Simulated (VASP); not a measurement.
Set up this calculation in VASP 6.6.1, as the native input.

```yaml
Task: single point
Functional: PBEsol
Potentials_or_basis: VASP PAW PBE potentials, release 64 (Mg, O)
Cutoff: 520 eV
k_mesh: 9 × 9 × 6
Occupations: gaussian, width 0.05 eV
Spin: no spin polarisation
Dipole_correction: no
Further_INCAR_settings: ALGO = Normal; EDIFF = 1e-06; NBANDS = 16
```

The structure of MgO lies in POSCAR:

```
MgO
1.0
    3.3034677759      0.0000000000      0.0000000000
   -1.6517338880      2.8608870145      0.0000000000
    0.0000000000      0.0000000000      5.0193881071
Mg O
2 2
Direct
    0.3287274491      0.6792501765      0.0036583441
    0.6712725509      0.3207498235      0.5036583441
    0.3376062204      0.6549929221      0.4009416559
    0.6623937796      0.3450070779      0.9009416559
```

This cell differs from its parent crystal: mode 4 frozen in at -0.036 Å and mode 5 at +0.036 Å (largest displacements).

These files were run (other wordings do the same):

INCAR

```
SYSTEM = MgO
ALGO = Normal
EDIFF = 1E-6
ENCUT = 520
GGA = PS
ISIF = 2
ISMEAR = 0
LASPH = .True.
LCHARG = .False.
LREAL = .False.
LWAVE = .False.
NBANDS = 16
NELM = 60
PREC = Accurate
SIGMA = 0.05
```

KPOINTS

```
k-points
0
Gamma
  9 9 6
  0 0 0
```

Potentials or basis: VASP PAW PBE potentials, release 64 (Mg, O).

Run with:

```console
$ cat potpaw_PBE.64/Mg/POTCAR potpaw_PBE.64/O/POTCAR > POTCAR
$ mpirun -np 1 vasp_std > vasp.out
```

Results of the run:

* Pressure: -0.4 GPa
* Largest force: 0.162 eV/Å
* Band gap on the k mesh: 3.34 eV, direct

Caveat: the cell differs from its parent crystal (mode 4 frozen in at -0.036 Å and mode 5 at +0.036 Å (largest displacements)); the PAW data sets were made with another functional, which shifts forces and pressure a little.

It took 3.7 min on 1 thread of Intel Xeon 8259CL, on a shared host, peak memory 0.26 GiB.
